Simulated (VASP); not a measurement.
A run of VASP 6.6.1:

Contents of INCAR:

```
PREC     = Accurate       # precision mode
ENCUT    = 520            # plane-wave cutoff, eV
EDIFF    = 1E-6           # SCF threshold, eV
ISMEAR   = 0              # smearing method
SIGMA    = 0.1            # smearing width, eV
LREAL    = F              # projectors in reciprocal space
LASPH    = T              # aspherical terms in the spheres
NELM     = 100            # most SCF steps
ALGO     = Normal         # electronic algorithm
ISIF     = 2              # what is computed and relaxed
LWAVE    = F              # write WAVECAR
LCHARG   = T              # write CHGCAR
GGA      = PE             # functional
LELF     = T              # ELF
LVHAR    = T            
NBANDS   = 40             # bands
```

The input KPOINTS:

```
Automatic mesh
0
Gamma
  4 4 4
```

POSCAR

```
Mo3P4
1.0
    4.8282492182      0.0000000000      0.0000000000
    0.0000000000      4.8282492182      0.0000000000
    0.0000000000      0.0000000000      4.8282492182
Mo P
3 4
Direct
    0.0000000000      0.5000000000      0.5000000000
    0.5000000000      0.0000000000      0.5000000000
    0.5000000000      0.5000000000      0.0000000000
    0.5000000000      0.0000000000      0.0000000000
    0.0000000000      0.5000000000      0.0000000000
    0.0000000000      0.0000000000      0.5000000000
    0.0000000000      0.0000000000      0.0000000000
```

Potentials or basis: VASP PAW PBE potentials, release 64 (Mo_sv, P).

Run with:

```sh
$ cat potpaw_PBE.64/Mo_sv/POTCAR potpaw_PBE.64/P/POTCAR > POTCAR
$ mpirun -np 1 vasp_std > vasp.out
```

Hardware: 1 thread of Intel(R) Xeon(R) Platinum 8375C CPU @ 2.90GHz (Ice Lake), with other jobs on the host.

Problem. Estimate the wall time of this run.

Solution. Run time: 45 s on 1 thread of Intel(R) Xeon(R) Platinum 8375C CPU @ 2.90GHz (Ice Lake), on a shared host, peak memory 0.21 GiB. Counts: scf iterations 17, k points 10.
